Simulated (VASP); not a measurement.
# Cu3Au (Pm-3m) in VASP: single point with r2SCAN

Aim: the single point of Cu3Au with r2SCAN.

Everything below comes from runs of VASP 6.6.1. Logs are shortened: lines on timing, memory, paths and dates and some standing lists are left out, and cuts for length are marked.

## 1. The cell of the first run

Symmetry: Pm-3m, No. 221, cubic system. The conventional cell has a = 3.734 Å, b = 3.734 Å, c = 3.734 Å, α = 90.00°, β = 90.00°, γ = 90.00°. Within 3.5 Å of Cu (site symmetry 4/mmm) lie 8 Cu at 2.64 Å and 4 Au at 2.64 Å. Au (site symmetry m-3m) has 12 Cu at 2.64 Å within 3.5 Å.

## 2. Single point, r2SCAN

POSCAR

```
Cu3Au
1.0
    3.7341207962      0.0000000000      0.0000000000
    0.0000000000      3.7341207962      0.0000000000
    0.0000000000      0.0000000000      3.7341207962
Cu Au
3 1
Direct
    0.0000000000      0.5000000000      0.5000000000
    0.5000000000      0.5000000000      0.0000000000
    0.5000000000      0.0000000000      0.5000000000
    0.0000000000      0.0000000000      0.0000000000
```

INCAR.step1

```
SYSTEM = Cu3Au
ALGO = Normal
EDIFF = 1E-5
ENCUT = 660
GGA = PE
GGA_COMPAT = .False.
ISMEAR = 0
LASPH = .True.
LCHARG = .False.
LREAL = .False.
LWAVE = .True.
NBANDS = 30
NELM = 120
PREC = Accurate
SIGMA = 0.1
```

INCAR.step2

```
SYSTEM = Cu3Au
ALGO = Normal
EDIFF = 1E-6
ENCUT = 660
GGA_COMPAT = .False.
ISIF = 2
ISMEAR = 0
ISTART = 1
LASPH = .True.
LCHARG = .False.
LMIXTAU = .True.
LREAL = .False.
LWAVE = .False.
METAGGA = R2SCAN
NBANDS = 30
NELM = 120
PREC = Accurate
SIGMA = 0.1
```

KPOINTS

```
k-points
0
Gamma
  12 12 12
  0 0 0
```

Potentials or basis: VASP PAW PBE potentials, release 64 (Cu, Au).

Launch:

```sh
$ cat potpaw_PBE.64/Cu/POTCAR potpaw_PBE.64/Au/POTCAR > POTCAR
$ cp INCAR.step1 INCAR
$ mpirun -np 1 vasp_std > vasp.out
$ cp INCAR.step2 INCAR
$ mpirun -np 1 vasp_std > vasp.out
```

OUTCAR:

```text
SYSTEM = Cu3Au
   EDIFF = 1E-6
   ENCUT = 660
   ISIF = 2
   ISMEAR = 0
   ISTART = 1
   LASPH = .True.
   LREAL = .False.
   METAGGA = R2SCAN
   NELM = 120
   PREC = Accurate

 ion  position               nearest neighbor table
   1  0.000  0.500  0.500-   2 2.64   3 2.64   4 2.64   2 2.64   4 2.64   3 2.64   4 2.64   4 2.64
                             2 2.64   3 2.64   2 2.64   3 2.64
   2  0.500  0.500  0.000-   1 2.64   3 2.64   4 2.64   1 2.64   3 2.64   3 2.64   4 2.64   3 2.64
                             1 2.64   4 2.64   1 2.64   4 2.64
   3  0.500  0.000  0.500-   1 2.64   2 2.64   4 2.64   2 2.64   4 2.64   1 2.64   2 2.64   2 2.64
                             1 2.64   4 2.64   4 2.64   1 2.64
   4  0.000  0.000  0.000-   1 2.64   2 2.64   3 2.64   1 2.64   3 2.64   1 2.64   2 2.64   1 2.64
                             2 2.64   3 2.64   3 2.64   2 2.64

  LATTYP: Found a simple cubic cell.
 ALAT       =     3.7341207962

  Lattice vectors:

 A1 = (   3.7341207962,   0.0000000000,   0.0000000000)
 A2 = (   0.0000000000,   3.7341207962,   0.0000000000)
 A3 = (   0.0000000000,   0.0000000000,   3.7341207962)

Analysis of symmetry for initial positions (statically):
=====================================================================
 Subroutine PRICEL returns:
 Original cell was already a primitive cell.

 Routine SETGRP: Setting up the symmetry group for a
 simple cubic supercell.

 Subroutine GETGRP returns: Found 48 space group operations
 (whereof 48 operations were pure point group operations)
 out of a pool of 48 trial point group operations.

The static configuration has the point symmetry O_h .

Analysis of symmetry for dynamics (positions and initial velocities):
=====================================================================
 Subroutine PRICEL returns:
 Original cell was already a primitive cell.

 Routine SETGRP: Setting up the symmetry group for a
 simple cubic supercell.

 Subroutine GETGRP returns: Found 48 space group operations
 (whereof 48 operations were pure point group operations)
 out of a pool of 48 trial point group operations.

The dynamic configuration has the point symmetry O_h .

 Subroutine INISYM returns: Found 48 space group operations
 (whereof 48 operations are pure point group operations),
 and found     1 'primitive' translations

----------------------------------------------------------------------------------------

                                     Primitive cell

  volume of cell :      52.0673

  direct lattice vectors                    reciprocal lattice vectors
     3.734120796  0.000000000  0.000000000     0.267800656  0.000000000  0.000000000
     0.000000000  3.734120796  0.000000000     0.000000000  0.267800656  0.000000000
     0.000000000  0.000000000  3.734120796     0.000000000  0.000000000  0.267800656

  length of vectors
     3.734120796  3.734120796  3.734120796     0.267800656  0.267800656  0.267800656

  position of ions in fractional coordinates (direct lattice)
     0.000000000  0.500000000  0.500000000
     0.500000000  0.500000000  0.000000000
     0.500000000  0.000000000  0.500000000
     0.000000000  0.000000000  0.000000000

  ion indices of the primitive-cell ions
   primitive index   ion index
                 1           1
                 2           2
                 3           3
                 4           4

----------------------------------------------------------------------------------------

 KPOINTS: k-points

Automatic generation of k-mesh.
 Grid dimensions read from file:
 generate k-points for:   12   12   12

 Generating k-lattice:

  Cartesian coordinates                     Fractional coordinates (reciprocal lattice)
     0.022316721  0.000000000  0.000000000     0.083333333  0.000000000  0.000000000
     0.000000000  0.022316721  0.000000000     0.000000000  0.083333333  0.000000000
     0.000000000  0.000000000  0.022316721     0.000000000  0.000000000  0.083333333

  Length of vectors
     0.022316721  0.022316721  0.022316721

  Shift w.r.t. Gamma in fractional coordinates (k-lattice)
     0.000000000  0.000000000  0.000000000

 Subroutine IBZKPT returns following result:
 ===========================================

 Found     84 irreducible k-points:

 Following reciprocal coordinates:
            Coordinates               Weight
  0.000000  0.000000  0.000000      1.000000
  0.083333  0.000000  0.000000      6.000000
  0.166667  0.000000  0.000000      6.000000
  0.250000  0.000000  0.000000      6.000000
  0.333333  0.000000  0.000000      6.000000
  0.416667  0.000000  0.000000      6.000000
[... 16 lines left out ...]
  0.333333  0.333333  0.000000     12.000000
  0.416667  0.333333  0.000000     24.000000
 [... further k-points ...]
   k-points           NKPTS =     84   k-points in BZ     NKDIM =     84   number of bands    NBANDS=     30
   number of dos      NEDOS =    301   number of ions     NIONS =      4
   total plane-waves  NPLWV =  32768
   dimension x,y,z NGX =    32 NGY =   32 NGZ =   32
   dimension x,y,z NGXF=    64 NGYF=   64 NGZF=   64
   ions per type =               3   1
   NGX,Y,Z   is equivalent  to a cutoff of  14.25, 14.25, 14.25 a.u.
   NGXF,Y,Z  is equivalent  to a cutoff of  28.49, 28.49, 28.49 a.u.
 SYSTEM =  Cu3Au
   PREC   = accura    normal or accurate (medium, high low for compatibility)
   ISTART =      1    job   : 0-new  1-cont  2-samecut
   ICHARG =      0    charge: 1-file 2-atom 10-const
   ISPIN  =      1    spin polarized calculation?
   LNONCOLLINEAR =      F non collinear calculations
   LSORBIT =      F    spin-orbit coupling
   LASPH  =      T    aspherical Exc in radial PAW
   ENCUT  =  660.0 eV  48.51 Ry    6.96 a.u.   7.82  7.82  7.82*2*pi/ulx,y,z
   NELM   =    120;   NELMIN=  2; NELMDL=  0     # of ELM steps
   EDIFF  = 0.1E-05   stopping-criterion for ELM
   LREAL  =      F    real-space projection
   EDIFFG = 0.1E-04   stopping-criterion for IOM
   NSW    =      0    number of steps for IOM
   IBRION =     -1    ionic relax: 0-MD 1-quasi-New 2-CG
   NFREE  =      0    steps in history (QN), initial steepest desc. (CG)
   ISIF   =      2    stress and relaxation
   ISYM   =      2    0-nonsym 1-usesym 2-fastsym
   POTIM  = 0.5000    time-step for ionic-motion
   TEBEG  =    0.0;   TEEND  =   0.0 temperature during run
   PSTRESS=    0.0 pullay stress
   NELECT =      44.0000    total number of electrons
   NUPDOWN=      -1.0000    fix difference up-down
   EMIN   =  10.00;   EMAX   =-10.00  energy-range for DOS
   EFERMI =   0.00;   METHOD = LEGACY
   ISMEAR =     0;   SIGMA  =   0.10  broadening in eV -4-tet -1-fermi 0-gaus
   EFERMI_NEDOS =   21; number of points for ismear=-14 and -15
   IALGO  =     38    algorithm
   IMIX   =      4    mixing-type and parameters
     AMIX     =   0.40;   BMIX     =  1.00
     AMIX_MAG =   1.60;   BMIX_MAG =  1.00
  volume/ion in A,a.u.               =      13.02        87.84
  Fermi-wavevector in a.u.,A,eV,Ry     =   1.547761  2.924845 32.593648  2.395566
  Thomas-Fermi vector in A             =   2.652809
   LORBIT       =      0    0 simple, 1 ext, 2 COOP (PROOUT), +10 PAW based schemes
   METAGGA = R2SCAN    functional components
   LHFCALC =     F    Hartree Fock is set to
   AEXX    =    0.0000 exact exchange contribution
   IVDW    =     0    specifies the selected vdW correction
   LEPSILON=     F    determine dielectric tensor
   LRPA    =     F    only Hartree local field effects (RPA)
 non-spin polarized calculation
 Gauss-broadening in eV      SIGMA  =   0.10
  energy-cutoff  :      660.00
  volume of cell :       52.07
 maximum number of plane-waves:      2017
 NGX is ok and might be reduce to    32
   NGX = 15   NGY = 15   NGZ = 15

 number of electron      44.0000030 magnetization

 Free energy of the ion-electron system (eV)
  ---------------------------------------------------
  ext. energy  EPLUGINS =         0.00000000
  ---------------------------------------------------
  free energy    TOTEN  =       -83.26632062 eV

  energy without entropy =      -83.26201536  energy(sigma->0) =      -83.26416799

 E-fermi :   8.3169     XC(G=0): -13.7521

 val. band max:        8.2667677952   @ k =   0.1667   0.0833   0.0000
 cond. band min:       8.3410642896   @ k =   0.2500   0.1667   0.1667
 fundamental gap:      0.0742964943
 Fermi energy:         8.3169263958

 k-point     1 :       0.0000    0.0000    0.0000
  band No.  band energies     occupation
      1      -1.7845      2.00000
      2       1.5108      2.00000
      3       1.5108      2.00000
      4       2.3614      2.00000
      5       2.3614      2.00000
      6       2.3614      2.00000
[... 22 lines left out ...]
     29      19.9783      0.00000
     30      19.9783      0.00000

 k-point     2 :       0.0833    0.0000    0.0000
  band No.  band energies     occupation
      1      -1.6967      2.00000
      2       1.5428      2.00000
      3       1.5548      2.00000
      4       2.3793      2.00000
      5       2.3822      2.00000
      6       2.3822      2.00000
[... 22 lines left out ...]
     29      19.9126      0.00000
     30      19.9126      0.00000

 k-point     3 :       0.1667    0.0000    0.0000
  band No.  band energies     occupation
      1      -1.4374      2.00000
      2       1.6329      2.00000
      3       1.6749      2.00000
      4       2.4300      2.00000
      5       2.4426      2.00000
      6       2.4426      2.00000
[... 22 lines left out ...]
     29      19.4278      0.00000
     30      19.4381      0.00000

 k-point     4 :       0.2500    0.0000    0.0000
  band No.  band energies     occupation
      1      -1.0213      2.00000
      2       1.7633      2.00000
      3       1.8288      2.00000
      4       2.5038      2.00000
      5       2.5359      2.00000
      6       2.5359      2.00000
[... 616 lines left out ...]
     29      21.2602      0.00000
     30      21.5280      0.00000

 k-point    23 :       0.3333    0.3333    0.0000
  band No.  band energies     occupation
      1       0.6723      2.00000
      2       1.9390      2.00000
      3       2.6979      2.00000
      4       2.6995      2.00000
      5       2.7138      2.00000
      6       2.8036      2.00000
[... 22 lines left out ...]
     29      19.3770      0.00000
     30      19.7990      0.00000

 k-point    24 :       0.4167    0.3333    0.0000
  band No.  band energies     occupation
      1       1.1584      2.00000
      2       1.8241      2.00000
      3       2.7110      2.00000
      4       2.7527      2.00000
      5       2.8215      2.00000
      6       3.0532      2.00000
[... 22 lines left out ...]
     29      19.8909      0.00000
     30      20.1695      0.00000

 [... further k-points ...]

------------------------ aborting loop because EDIFF is reached ----------------------------------------

  FORCE on cell =-STRESS in cart. coord.  units (eV):
  Direction    XX          YY          ZZ          XY          YZ          ZX
  --------------------------------------------------------------------------------------
  -------------------------------------------------------------------------------------
  Total        0.1367246      0.1367246      0.1367246      0.0000000      0.0000000     -0.0000000
  in kB        4.2071904      4.2071904      4.2071904      0.0000000      0.0000000     -0.0000000
  external PRESSURE =       4.2071904 kB  Pullay stress =       0.0000000 kB

 VOLUME and BASIS-vectors are now :
 -----------------------------------------------------------------------------
  energy-cutoff  :      660.00
  volume of cell :       52.07
      direct lattice vectors                 reciprocal lattice vectors
     3.734120796  0.000000000  0.000000000     0.267800656  0.000000000  0.000000000
     0.000000000  3.734120796  0.000000000     0.000000000  0.267800656  0.000000000
     0.000000000  0.000000000  3.734120796     0.000000000  0.000000000  0.267800656

 POSITION                                       TOTAL-FORCE (eV/Angst)
 -----------------------------------------------------------------------------------
      0.00000      1.86706      1.86706         0.000000      0.000000      0.000000
      1.86706      1.86706      0.00000         0.000000      0.000000      0.000000
      1.86706      0.00000      1.86706         0.000000      0.000000      0.000000
      0.00000      0.00000      0.00000         0.000000      0.000000      0.000000
 -----------------------------------------------------------------------------------
    total drift:                                0.000000     -0.000000     -0.000000

  FREE ENERGIE OF THE ION-ELECTRON SYSTEM (eV)
  ---------------------------------------------------
  free  energy   TOTEN  =       -83.2663206179 eV

  energy  without entropy=      -83.2620153572  energy(sigma->0) =      -83.26416799
```

It took 9.2 min on 1 thread of Oxide Virtual Turin-like, shared host; peak memory 0.27 GiB.

What came out:

```yaml
Free_energy: -83.2663 eV
Pressure: 0.4 GPa
Band_gap_on_the_k_mesh: zero (bands 22 and 23 overlap by 2.40 eV)
```

Caveat: the PAW data sets were made with another functional, which shifts forces and pressure a little; spin-orbit coupling is left out, which moves the levels of the heavy elements.

The gap in the log of VASP goes by the Fermi energy; the results here count the filled bands.